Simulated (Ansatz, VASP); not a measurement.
## One calculation of Ga, two programs

File INCAR:

```
SYSTEM = Ga
ALGO = Normal ; EDIFF = 1E-6
EDIFFG = -0.01 ; ENCUT = 600
GGA = PE ; IBRION = 2
ISIF = 3 ; ISMEAR = -1
LASPH = .True. ; LCHARG = .False.
LREAL = .False. ; LWAVE = .False.
NELM = 60 ; NSW = 80
PREC = Accurate ; SIGMA = 0.1
```

Contents of KPOINTS:

```
k-points
0
Gamma
  8 8 11
  0 0 0
```

Contents of POSCAR:

```
Ga
1.0
    4.8020307411      0.0000000000      0.0000000000
   -2.4010153706      4.1586806116      0.0000000000
    0.0000000000      0.0000000000      2.9436448443
Ga
3
Direct
    0.0000000000      0.0000000000      0.0000000000
    0.3333333333      0.6666666667      0.5000000000
    0.6666666667      0.3333333333      0.5000000000
```

Input for Ansatz:

```yaml
crystal:
  lattice:
    - [4.8020307411, 0.0, 0.0]
    - [-2.4010153706, 4.1586806116, 0.0]
    - [0.0, 0.0, 2.9436448443]
  atoms:
    - { symbol: Ga, position: [0.0, 0.0, 0.0] }
    - { symbol: Ga, position: [0.3333333333, 0.6666666667, 0.5] }
    - { symbol: Ga, position: [0.6666666667, 0.3333333333, 0.5] }
hamiltonian:
  xc: pbe
  pseudopotentials:
    kind: paw
    azcp:
      Ga: "pseudopotentials/Ga.paw.azcp"
basis:
  ecutwfc: 420
  fft_grid_basis: typed
kpoints:
  mp_grid: { grid: [8, 8, 11], shift: [0, 0, 0] }
magnetization:
  spin_polarized: false
scf:
  occupations: { method: fermi_dirac, width: 0.1 }
relax:
  max_steps: 60
  f_tol: 0.01
  cell: {}
```

Alike in both runs: task relaxation of cell and atoms; functional PBE; k mesh 8 × 8 × 11; occupations fermi-dirac, width 0.1 eV; no spin polarisation.

|  | VASP | Ansatz |
| --- | --- | --- |
| version | VASP 6.6.1 | Ansatz 0.2.0 |
| potentials or method | VASP PAW PBE potentials, release 64 (Ga_d), cutoff 600 eV | plane waves (420 eV) with PAW, scalar-relativistic |
| valence electrons in the cell | 39 | 39 |

|  | VASP | Ansatz | Ansatz less VASP |
| --- | --- | --- | --- |
| relaxed volume (Å³/atom) | 19.30 | 19.30 | -0.002 |
| relaxed cell length with the largest relative difference (Å) | 3.018 | 3.017 | -0.0009 |
